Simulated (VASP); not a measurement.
Input of a VASP 6.6.1 run:

The input INCAR:

```
  ALGO = Normal
  EDIFF = 1E-6
  EDIFFG = -0.005
  ENCUT = 600
  GGA = PE
  IBRION = 2
  ISIF = 3
  ISMEAR = 0
  IVDW = 12
  LASPH = T
  LCHARG = F
  LREAL = F
  LWAVE = F
  NELM = 60
  NSW = 70
  PREC = Accurate
  SIGMA = 0.02
```

Contents of KPOINTS:

```
k-points
0
Gamma
  8 8 8
```

POSCAR

```
NaF
1.0
    0.0000000000      2.3497438127      2.3497438127
    2.3497438127      0.0000000000      2.3497438127
    2.3497438127      2.3497438127      0.0000000000
Na F
1 1
Direct
    0.0000000000      0.0000000000      0.0000000000
    0.5000000000      0.5000000000      0.5000000000
```

Potentials or basis: VASP PAW PBE potentials, release 64 (Na_pv, F).

Command:

```bash
$ cat potpaw_PBE.64/Na_pv/POTCAR potpaw_PBE.64/F/POTCAR > POTCAR
$ mpirun -np 1 vasp_std > vasp.out
```

Question: Predict the relaxed volume.

Answer: 12.34 Å³/atom.

Question: What does it give for the dispersion energy per atom?

Answer: -0.175 eV.

Question: What does it give for the space group after relaxing (to 0.05 Å)?

Answer: Fm-3m (No. 225).

Question: Predict the relaxed cell.

Answer: a = 3.268 Å, b = 3.268 Å, c = 3.268 Å, α = 60.00°, β = 60.00°, γ = 60.00°.

Final structure:
```yaml
crystal:
  lattice:
    - [0.00000, 2.31069, 2.31069]
    - [2.31069, 0.00000, 2.31069]
    - [2.31069, 2.31069, 0.00000]
  atoms:
    - { symbol: Na, position: [0.00000, 0.00000, 0.00000] }
    - { symbol: F, position: [0.50000, 0.50000, 0.50000] }
```
